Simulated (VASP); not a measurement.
Input of a VASP 6.6.1 run:

The input POSCAR:

```
PbF2
1.0
    0.0000000000      2.9636600000      2.9636600000
    2.9636600000      0.0000000000      2.9636600000
    2.9636600000      2.9636600000      0.0000000000
Pb F
1 2
Direct
    0.0000000000      0.0000000000      0.0000000000
    0.7500000000      0.7500000000      0.7500000000
    0.2500000000      0.2500000000      0.2500000000
```

Contents of INCAR.step1:

```
  ALGO = Normal
  EDIFF = 1E-5
  ENCUT = 520
  GGA = PE
  GGA_COMPAT = False
  ISIF = 2
  ISMEAR = -1
  KPAR = 4
  LASPH = True
  LREAL = False
  LWAVE = True
  NBANDS = 21
  NELM = 120
  PREC = Accurate
  SIGMA = 0.05
```

The input INCAR.step2:

```
  ALGO = Normal
  EDIFF = 1E-6
  ENCUT = 520
  GGA = PE
  GGA_COMPAT = False
  HFSCREEN = 0.2079
  ISIF = 2
  ISMEAR = -1
  ISTART = 1
  KPAR = 4
  LASPH = True
  LCHARG = True
  LHFCALC = True
  LREAL = False
  LVHAR = True
  LWAVE = False
  NBANDS = 21
  NELM = 120
  PREC = Accurate
  PRECFOCK = Normal
  SIGMA = 0.05
```

KPOINTS

```
k-points
0
Gamma
  6 6 6
```

Potentials or basis: VASP PAW PBE potentials, release 64 (Pb_d, F).

Run with:

```console
$ cat potpaw_PBE.64/Pb_d/POTCAR potpaw_PBE.64/F/POTCAR > POTCAR
$ cp INCAR.step1 INCAR
$ mpirun -np 4 vasp_std > vasp.out
$ cp INCAR.step2 INCAR
$ mpirun -np 4 vasp_std > vasp.out
```

Question: Estimate the band gap on the k mesh.

Answer: 5.76 eV, indirect (least direct gap 5.86 eV).

Question: What does it give for the pressure?

Answer: 0.8 GPa.

Caveat: the PAW data sets were made with another functional, which shifts forces and pressure a little; spin-orbit coupling is left out, which moves the levels of the heavy elements. A k mesh can miss the band edges.
